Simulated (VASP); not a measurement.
The system is Al3Cu.

```
CELL_PARAMETERS angstrom
3.92415 0.00000 0.00000
0.00000 3.92415 0.00000
0.00000 0.00000 3.92415
ATOMIC_POSITIONS crystal
Al 0.00000 0.50000 0.50000
Al 0.50000 0.00000 0.50000
Al 0.50000 0.50000 0.00000
Cu 0.00000 0.00000 0.00000
```

Base run:

```yaml
Program: VASP 6.6.1
Functional: BLYP
Potentials_or_basis: VASP PAW PBE potentials, release 64 (Al, Cu)
Cutoff: 520 eV
k_mesh: 7 × 7 × 7
Occupations: fermi-dirac, width 0.05 eV
Spin: no spin polarisation
```

Its results: band gap on the k mesh zero (band 10 reaches 10.73 eV, above the bottom of band 11 at 6.91 eV); pressure 4.2 GPa.

**Question.** The run is repeated on the same cell with these changes: functional from BLYP to PBEsol. What comes out?

**Answer.** Band gap on the k mesh zero (band 10 reaches 10.06 eV, above the bottom of band 11 at 6.43 eV); pressure -2.3 GPa.

PBEsol binds more tightly than BLYP, so the same cell stands under less pressure.

Caveats: the PAW data sets were made with another functional, which shifts forces and pressure a little.
